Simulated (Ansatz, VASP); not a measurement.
# Two plane-wave programs on SnGe2

Contents of INCAR:

```
SYSTEM = SnGe2
PREC     = Accurate       ! precision mode
ENCUT    = 600            ! plane-wave cutoff, eV
EDIFF    = 1E-7           ! SCF threshold, eV
ISMEAR   = -1             ! smearing method
SIGMA    = 0.15           ! smearing width, eV
LREAL    = .FALSE.        ! projectors in reciprocal space
LASPH    = .TRUE.         ! aspherical terms in the spheres
NELM     = 100            ! most SCF steps
ALGO     = Normal         ! electronic algorithm
ISIF     = 3              ! what is computed and relaxed
LWAVE    = .FALSE.        ! write WAVECAR
LCHARG   = .FALSE.        ! write CHGCAR
GGA      = PS             ! functional
IBRION   = 2              ! ionic algorithm
NSW      = 80             ! ionic steps
EDIFFG   = -0.001         ! ionic threshold
```

File KPOINTS:

```
Automatic mesh
0
G
  12 12 12
  0 0 0
```

POSCAR

```
SnGe2
1.0
    0.0000000000      3.3362757281      3.3362757281
    3.3362757281      0.0000000000      3.3362757281
    3.3362757281      3.3362757281      0.0000000000
Sn Ge
1 2
Direct
    0.0000000000      0.0000000000      0.0000000000
    0.7500000000      0.7500000000      0.7500000000
    0.2500000000      0.2500000000      0.2500000000
```

Input for Ansatz:

```yaml
crystal:
  lattice:
    - [0.0, 3.3362757281, 3.3362757281]
    - [3.3362757281, 0.0, 3.3362757281]
    - [3.3362757281, 3.3362757281, 0.0]
  atoms:
    - { symbol: Sn, position: [0.0, 0.0, 0.0] }
    - { symbol: Ge, position: [0.75, 0.75, 0.75] }
    - { symbol: Ge, position: [0.25, 0.25, 0.25] }
basis:
  ecutwfc: 420
kpoints:
  mp_grid: { grid: [12, 12, 12] }
hamiltonian:
  xc: pbesol
scf:
  occupations: { method: fermi_dirac, width: 0.15 }
output:
  forces: true
  stress: true
  eigenvalues: true
relax:
  adjacent_minimum: "off"
  f_tol: 0.001
  max_steps: 60
  cell: { stress_tol: 0.01 }
```

Alike in both runs: task relaxation of cell and atoms; functional PBEsol; k mesh 12 × 12 × 12; occupations fermi-dirac, width 0.15 eV; no spin polarisation.

|  | VASP | Ansatz |
| --- | --- | --- |
| version | VASP 6.6.1 | Ansatz 0.2.0 |
| potentials or method | VASP PAW PBE potentials, release 64 (Sn_d, Ge_d), cutoff 600 eV | scalar-relativistic, plane waves, PAW |
| valence electrons in the cell | 42 | 42 |

|  | VASP | Ansatz | Ansatz less VASP |
| --- | --- | --- | --- |
| gap on the k mesh at the Fermi level, each at its own relaxed structure (eV) | none | none | - |
| relaxed volume (Å³/atom) | 24.81 | 24.80 | -0.008 |
| relaxed length of the cell vector where the two differ most in proportion (Å) | 4.722 | 4.721 | -0.0005 |

VASP's potentials were made for PBE, not for PBEsol. A gap of «none» marks a metal or a gap that the smearing closes.
